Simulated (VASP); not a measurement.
# C (P6_3/mmc) in VASP: further runs

The runs below take C through single point, with LDA.

All numbers are computed with VASP 6.6.1; they aren't measurements. Logs are shortened: lines on timing, memory, paths and dates and some standing lists are left out, and cuts for length are marked.

### Step 1. The cell of the first run

It takes space group P6_3/mmc (No. 194, hexagonal). Conventional cell: a = 2.431 Å, b = 2.431 Å, c = 8.598 Å, α = 90.00°, β = 90.00°, γ = 120.00°. C (site symmetry 3m) has 4 C at 1.47 to 1.55 Å within 2.0 Å. C (site symmetry 3m) has 4 C at 1.53 to 1.55 Å within 2.0 Å.

### Step 2. Single point, LDA (atoms displaced along a vibrational mode, the cell strained)

INCAR reads:

```
SYSTEM = C
ALGO     = Normal         ! electronic algorithm
EDIFF    = 1E-6           ! SCF threshold, eV
ENCUT    = 520            ! plane-wave cutoff, eV
ISIF     = 2              ! what is computed and relaxed
ISMEAR   = 0              ! smearing method
LASPH    = .True.         ! aspherical terms in the spheres
LCHARG   = .True.         ! write CHGCAR
LELF     = .True.         ! ELF
LREAL    = .False.        ! projectors in reciprocal space
LVHAR    = .True.       
LWAVE    = .False.        ! write WAVECAR
NBANDS   = 26             ! bands
NELM     = 60             ! most SCF steps
PREC     = Accurate       ! precision mode
SIGMA    = 0.05           ! smearing width, eV
```

KPOINTS reads:

```
k-points
0
Gamma
  12 12 4
  0 0 0
```

POSCAR reads:

```
C
1.0
    2.4314921993      0.0000000000      0.0000000000
   -1.2157460996      2.1057340137      0.0000000000
    0.0000000000      0.0000000000      8.5978723127
C
8
Direct
    0.0000000000      0.0000000000      0.0856321665
    0.0000000000      0.0000000000      0.5856321665
    0.0000000000      0.0000000000      0.4143678335
    0.0000000000      0.0000000000      0.9143678335
    0.3333333333      0.6666666667      0.1612235000
    0.6666666667      0.3333333333      0.6612235000
    0.3333333333      0.6666666667      0.3387765000
    0.6666666667      0.3333333333      0.8387765000
```

Potentials or basis: VASP PAW LDA potentials, release 64 (C).

On the command line:

```sh
> cat potpaw_LDA.64/C/POTCAR > POTCAR
> mpirun -np 1 vasp_std > vasp.out
```

OUTCAR:

```text
SYSTEM = C
   EDIFF = 1E-6
   ENCUT = 520
   ISIF = 2
   ISMEAR = 0
   LASPH = .True.
   LREAL = .False.
   NELM = 60
   PREC = Accurate

 ion  position               nearest neighbor table
   1  0.000  0.000  0.086-   4 1.47   5 1.55   5 1.55   5 1.55
   2  0.000  0.000  0.586-   3 1.47   6 1.55   6 1.55   6 1.55
   3  0.000  0.000  0.414-   2 1.47   7 1.55   7 1.55   7 1.55
   4  0.000  0.000  0.914-   1 1.47   8 1.55   8 1.55   8 1.55
   5  0.333  0.667  0.161-   7 1.53   1 1.55   1 1.55   1 1.55
   6  0.667  0.333  0.661-   8 1.53   2 1.55   2 1.55   2 1.55
   7  0.333  0.667  0.339-   5 1.53   3 1.55   3 1.55   3 1.55
   8  0.667  0.333  0.839-   6 1.53   4 1.55   4 1.55   4 1.55

  LATTYP: Found a hexagonal cell.
 ALAT       =     2.4314921993
 C/A-ratio  =     3.5360476645

  Lattice vectors:

 A1 = (   2.4314921993,   0.0000000000,   0.0000000000)
 A2 = (  -1.2157460996,   2.1057340137,   0.0000000000)
 A3 = (   0.0000000000,   0.0000000000,   8.5978723127)

Analysis of symmetry for initial positions (statically):
=====================================================================
 Subroutine PRICEL returns:
 Original cell was already a primitive cell.

 Routine SETGRP: Setting up the symmetry group for a
 hexagonal supercell.

 Subroutine GETGRP returns: Found 24 space group operations
 (whereof 12 operations were pure point group operations)
 out of a pool of 24 trial point group operations.

The static configuration has the point symmetry D_3d.
 The point group associated with its full space group is D_6h.

Analysis of symmetry for dynamics (positions and initial velocities):
=====================================================================
 Subroutine PRICEL returns:
 Original cell was already a primitive cell.

 Routine SETGRP: Setting up the symmetry group for a
 hexagonal supercell.

 Subroutine GETGRP returns: Found 24 space group operations
 (whereof 12 operations were pure point group operations)
 out of a pool of 24 trial point group operations.

The dynamic configuration has the point symmetry D_3d.
 The point group associated with its full space group is D_6h.

 Subroutine INISYM returns: Found 24 space group operations
 (whereof 12 operations are pure point group operations),
 and found     1 'primitive' translations

----------------------------------------------------------------------------------------

                                     Primitive cell

  volume of cell :      44.0218

  direct lattice vectors                    reciprocal lattice vectors
     2.431492199  0.000000000  0.000000000     0.411270084  0.237446893  0.000000000
    -1.215746100  2.105734014  0.000000000     0.000000000  0.474893787  0.000000000
     0.000000000  0.000000000  8.597872313     0.000000000  0.000000000  0.116307845

  length of vectors
     2.431492199  2.431492199  8.597872313     0.474893787  0.474893787  0.116307845

  position of ions in fractional coordinates (direct lattice)
     0.000000000  0.000000000  0.085632166
     0.000000000  0.000000000  0.585632166
     0.000000000  0.000000000  0.414367834
     0.000000000  0.000000000  0.914367834
     0.333333333  0.666666667  0.161223500
     0.666666667  0.333333333  0.661223500
     0.333333333  0.666666667  0.338776500
     0.666666667  0.333333333  0.838776500

  ion indices of the primitive-cell ions
   primitive index   ion index
                 1           1
                 2           2
                 3           3
                 4           4
                 5           5
                 6           6
                 7           7
                 8           8

----------------------------------------------------------------------------------------

 KPOINTS: k-points

Automatic generation of k-mesh.
 Grid dimensions read from file:
 generate k-points for:   12   12    4

 Generating k-lattice:

  Cartesian coordinates                     Fractional coordinates (reciprocal lattice)
     0.034272507  0.019787241  0.000000000     0.083333333  0.000000000  0.000000000
     0.000000000  0.039574482  0.000000000     0.000000000  0.083333333  0.000000000
     0.000000000  0.000000000  0.029076961     0.000000000  0.000000000  0.250000000

  Length of vectors
     0.039574482  0.039574482  0.029076961

  Shift w.r.t. Gamma in fractional coordinates (k-lattice)
     0.000000000  0.000000000  0.000000000

 Subroutine IBZKPT returns following result:
 ===========================================

 Found     57 irreducible k-points:

 Following reciprocal coordinates:
            Coordinates               Weight
  0.000000  0.000000  0.000000      1.000000
  0.083333  0.000000  0.000000      6.000000
  0.166667  0.000000  0.000000      6.000000
  0.250000 -0.000000  0.000000      6.000000
  0.333333 -0.000000  0.000000      6.000000
  0.416667 -0.000000  0.000000      6.000000
[... 16 lines left out ...]
  0.250000 -0.000000  0.250000     12.000000
  0.333333 -0.000000  0.250000     12.000000
 [... further k-points ...]
   k-points           NKPTS =     57   k-points in BZ     NKDIM =     57   number of bands    NBANDS=     26
   number of dos      NEDOS =    301   number of ions     NIONS =      8
   total plane-waves  NPLWV =  20736
   dimension x,y,z NGX =    18 NGY =   18 NGZ =   64
   dimension x,y,z NGXF=    36 NGYF=   36 NGZF=  128
   ions per type =               8
   NGX,Y,Z   is equivalent  to a cutoff of  12.31, 12.31, 12.37 a.u.
   NGXF,Y,Z  is equivalent  to a cutoff of  24.61, 24.61, 24.75 a.u.
 SYSTEM =  C
   PREC   = accura    normal or accurate (medium, high low for compatibility)
   ISTART =      0    job   : 0-new  1-cont  2-samecut
   ICHARG =      2    charge: 1-file 2-atom 10-const
   ISPIN  =      1    spin polarized calculation?
   LNONCOLLINEAR =      F non collinear calculations
   LSORBIT =      F    spin-orbit coupling
   LASPH  =      T    aspherical Exc in radial PAW
   ENCUT  =  520.0 eV  38.22 Ry    6.18 a.u.   4.52  4.52 15.99*2*pi/ulx,y,z
   NELM   =     60;   NELMIN=  2; NELMDL= -5     # of ELM steps
   EDIFF  = 0.1E-05   stopping-criterion for ELM
   LREAL  =      F    real-space projection
   EDIFFG = 0.1E-04   stopping-criterion for IOM
   NSW    =      0    number of steps for IOM
   IBRION =     -1    ionic relax: 0-MD 1-quasi-New 2-CG
   NFREE  =      0    steps in history (QN), initial steepest desc. (CG)
   ISIF   =      2    stress and relaxation
   ISYM   =      2    0-nonsym 1-usesym 2-fastsym
   POTIM  = 0.5000    time-step for ionic-motion
   TEBEG  =    0.0;   TEEND  =   0.0 temperature during run
   PSTRESS=    0.0 pullay stress
   NELECT =      32.0000    total number of electrons
   NUPDOWN=      -1.0000    fix difference up-down
   EMIN   =  10.00;   EMAX   =-10.00  energy-range for DOS
   EFERMI =   0.00;   METHOD = LEGACY
   ISMEAR =     0;   SIGMA  =   0.05  broadening in eV -4-tet -1-fermi 0-gaus
   EFERMI_NEDOS =   21; number of points for ismear=-14 and -15
   IALGO  =     38    algorithm
   IMIX   =      4    mixing-type and parameters
     AMIX     =   0.40;   BMIX     =  1.00
     AMIX_MAG =   1.60;   BMIX_MAG =  1.00
  volume/ion in A,a.u.               =       5.50        37.13
  Fermi-wavevector in a.u.,A,eV,Ry     =   1.471982  2.781642 29.480146  2.166730
  Thomas-Fermi vector in A             =   2.587052
   LORBIT       =      0    0 simple, 1 ext, 2 COOP (PROOUT), +10 PAW based schemes
   GGA     = CA    functional components
   LHFCALC =     F    Hartree Fock is set to
   AEXX    =    0.0000 exact exchange contribution
   IVDW    =     0    specifies the selected vdW correction
   LEPSILON=     F    determine dielectric tensor
   LRPA    =     F    only Hartree local field effects (RPA)
 non-spin polarized calculation
 Gauss-broadening in eV      SIGMA  =   0.05
  energy-cutoff  :      520.00
  volume of cell :       44.02
 maximum number of plane-waves:      1207
   NGX =  9   NGY =  9   NGZ = 31

 number of electron      31.9999997 magnetization

 Free energy of the ion-electron system (eV)
  ---------------------------------------------------
  ext. energy  EPLUGINS =         0.00000000
  ---------------------------------------------------
  free energy    TOTEN  =       -79.46150215 eV

  energy without entropy =      -79.46150215  energy(sigma->0) =      -79.46150215

 E-fermi :  11.7438     XC(G=0): -13.6622

 val. band max:       11.4427784039   @ k =   0.0000   0.0000   0.0000
 cond. band min:      13.8608735571   @ k =   0.3333   0.3333   0.5000
 fundamental gap:      2.4180951532
 Fermi energy:        11.7438000205

 k-point     1 :       0.0000    0.0000    0.0000
  band No.  band energies     occupation
      1     -11.5431      2.00000
      2     -10.1174      2.00000
      3      -9.8388      2.00000
      4      -6.2392      2.00000
      5      -4.2267      2.00000
      6       1.8905      2.00000
[... 18 lines left out ...]
     25      19.8392      0.00000
     26      19.9572      0.00000

 k-point     2 :       0.0833    0.0000    0.0000
  band No.  band energies     occupation
      1     -11.3580      2.00000
      2      -9.9350      2.00000
      3      -9.6566      2.00000
      4      -6.0706      2.00000
      5      -4.0552      2.00000
      6       1.9988      2.00000
[... 18 lines left out ...]
     25      20.3005      0.00000
     26      20.4299      0.00000

 k-point     3 :       0.1667    0.0000    0.0000
  band No.  band energies     occupation
      1     -10.8050      2.00000
      2      -9.3899      2.00000
      3      -9.1123      2.00000
      4      -5.5666      2.00000
      5      -3.5502      2.00000
      6       2.2877      2.00000
[... 572 lines left out ...]
 k-point    23 :       0.2500   -0.0000    0.2500
  band No.  band energies     occupation
      1      -9.7931      2.00000
      2      -9.0300      2.00000
      3      -7.4960      2.00000
      4      -5.4271      2.00000
      5      -1.9240      2.00000
      6       1.1349      2.00000
[... 18 lines left out ...]
     25      20.7102      0.00000
     26      21.8975      0.00000

 k-point    24 :       0.3333   -0.0000    0.2500
  band No.  band energies     occupation
      1      -8.5310      2.00000
      2      -7.7799      2.00000
      3      -6.2774      2.00000
      4      -4.2684      2.00000
      5      -1.1486      2.00000
      6       0.3344      2.00000
[... 18 lines left out ...]
     25      20.2931      0.00000
     26      21.8893      0.00000

 [... further k-points ...]

------------------------ aborting loop because EDIFF is reached ----------------------------------------

  FORCE on cell =-STRESS in cart. coord.  units (eV):
  Direction    XX          YY          ZZ          XY          YZ          ZX
  --------------------------------------------------------------------------------------
  -------------------------------------------------------------------------------------
  Total        8.4846383      8.4846383    -15.1577439      0.0000000      0.0000000     -0.0000000
  in kB      308.7994577    308.7994577   -551.6679634      0.0000000      0.0000000     -0.0000000
  external PRESSURE =      21.9769840 kB  Pullay stress =       0.0000000 kB

 VOLUME and BASIS-vectors are now :
 -----------------------------------------------------------------------------
  energy-cutoff  :      520.00
  volume of cell :       44.02
      direct lattice vectors                 reciprocal lattice vectors
     2.431492199  0.000000000  0.000000000     0.411270084  0.237446893  0.000000000
    -1.215746100  2.105734014  0.000000000     0.000000000  0.474893787  0.000000000
     0.000000000  0.000000000  8.597872313     0.000000000  0.000000000  0.116307845

 POSITION                                       TOTAL-FORCE (eV/Angst)
 -----------------------------------------------------------------------------------
      0.00000      0.00000      0.73625        -0.000000      0.000000      4.780695
      0.00000      0.00000      5.03519         0.000000      0.000000      4.780695
      0.00000      0.00000      3.56268        -0.000000     -0.000000     -4.780695
      0.00000      0.00000      7.86162         0.000000     -0.000000     -4.780695
     -0.00000      1.40382      1.38618        -0.000000      0.000000     -3.612761
      1.21575      0.70191      5.68512         0.000000     -0.000000     -3.612761
     -0.00000      1.40382      2.91276        -0.000000      0.000000      3.612761
      1.21575      0.70191      7.21169         0.000000     -0.000000      3.612761
 -----------------------------------------------------------------------------------
    total drift:                               -0.000000      0.000000      0.000000

  FREE ENERGIE OF THE ION-ELECTRON SYSTEM (eV)
  ---------------------------------------------------
  free  energy   TOTEN  =       -79.4615021503 eV

  energy  without entropy=      -79.4615021503  energy(sigma->0) =      -79.46150215
```

Wall time 29 s (1 thread of Intel Xeon Platinum 8559C (Emerald Rapids), shared host); peak memory 0.16 GiB.

Results:

```yaml
Free_energy: -79.4615 eV
Pressure: 2.2 GPa
Largest_force: 4.781 eV/Å
Band_gap_on_the_k_mesh: 2.42 eV (least direct gap 4.19 eV)
```

Forces in eV/Å, atoms in the order of the input:
```
C    0.000  0.000  4.781
C    0.000  0.000  4.781
C    0.000  0.000 -4.781
C    0.000  0.000 -4.781
C    0.000  0.000 -3.613
C    0.000  0.000 -3.613
C    0.000  0.000  3.613
C    0.000  0.000  3.613
```

Stress tensor (GPa, compression positive):
```
 30.88   0.00   0.00
  0.00  30.88   0.00
  0.00   0.00 -55.17
```

Levels at points of the mesh, in eV from the valence-band top:
```
           k point  band 13  band 14  band 15  band 16  band 17  band 18  band 19  band 20
(0.00, 0.00, 0.00)    -1.90    -1.90     0.00     0.00     4.19     4.19     4.46     6.61
(0.50, 0.00, 0.00)    -5.92    -5.52    -5.29    -3.32     3.08     4.50     4.63     5.95
(0.00, 0.00, 0.50)    -0.75    -0.75    -0.75    -0.75     5.13     5.13     5.13     5.13
(0.50, 0.00, 0.50)    -6.42    -6.42    -4.06    -4.06     4.19     4.19     5.01     5.01
```

Caveat: the cell differs from its parent crystal (atoms displaced along a vibrational mode, the cell strained); the stress differs along the axes, from -55 to 31 GPa; forces of over 1 eV/Å act on the atoms, so gaps and moduli don't describe the material at rest. A k mesh can miss the band edges.

### Step 3. Single point, LDA (atoms displaced along a vibrational mode, the cell strained)

INCAR reads:

```
SYSTEM = C
ALGO = Normal ; EDIFF = 1E-6
ENCUT = 520 ; ISIF = 2
ISMEAR = 0 ; LASPH = .TRUE.
LCHARG = .FALSE. ; LREAL = .FALSE.
LWAVE = .FALSE. ; NBANDS = 26
NELM = 60 ; PREC = Accurate
SIGMA = 0.05
```

KPOINTS reads:

```
k-points
0
G
  12 12 4
  0 0 0
```

POSCAR reads:

```
C
1.0
    2.5477576841      0.0000000000      0.0000000000
   -1.2738788420      2.2064228771      0.0000000000
    0.0000000000      0.0000000000      7.8306598603
C
8
Direct
    0.0000000000      0.0000000000      0.1002408971
    0.0000000000      0.0000000000      0.6002408971
    0.0000000000      0.0000000000      0.3997591029
    0.0000000000      0.0000000000      0.8997591029
    0.3333333333      0.6666666667      0.1498652280
    0.6666666667      0.3333333333      0.6498652280
    0.3333333333      0.6666666667      0.3501347720
    0.6666666667      0.3333333333      0.8501347720
```

Potentials or basis: VASP PAW LDA potentials, release 64 (C).

On the command line:

```sh
> cat potpaw_LDA.64/C/POTCAR > POTCAR
> mpirun -np 1 vasp_std > vasp.out
```

Run time: 30 s. Hardware: 1 thread of Intel Xeon Platinum 8559C (Emerald Rapids), shared host; peak memory 0.16 GiB.

It converged, with:

```yaml
Free_energy: -79.6416 eV
Pressure: 4.1 GPa
Largest_force: 3.956 eV/Å
Band_gap_on_the_k_mesh: 2.04 eV (least direct gap 3.83 eV)
```

Forces in eV/Å, atoms in the order of the input:
```
C    0.000  0.000 -3.956
C    0.000  0.000 -3.956
C    0.000  0.000  3.956
C    0.000  0.000  3.956
C    0.000  0.000  2.801
C    0.000  0.000  2.801
C    0.000  0.000 -2.801
C    0.000  0.000 -2.801
```

Stress tensor (GPa, compression positive):
```
-22.39   0.00   0.00
  0.00 -22.39   0.00
  0.00   0.00  57.12
```

Levels at points of the mesh, in eV from the valence-band top:
```csv
k point,band 14,band 15,band 16,band 17,band 18,band 19
"(0.00, 0.00, 0.00)",-2.13,-2.13,0.00,3.83,3.83,4.26
"(0.50, 0.00, 0.00)",-4.86,-4.83,-4.16,2.04,3.45,3.73
"(0.00, 0.00, 0.50)",-2.79,-2.38,-2.38,4.47,4.47,4.47
"(0.50, 0.00, 0.50)",-5.63,-5.31,-5.31,2.41,2.41,5.44
```

Caveat: the cell differs from its parent crystal (atoms displaced along a vibrational mode, the cell strained); the stress differs along the axes, from -22 to 57 GPa; forces of over 1 eV/Å act on the atoms, so gaps and moduli don't describe the material at rest.
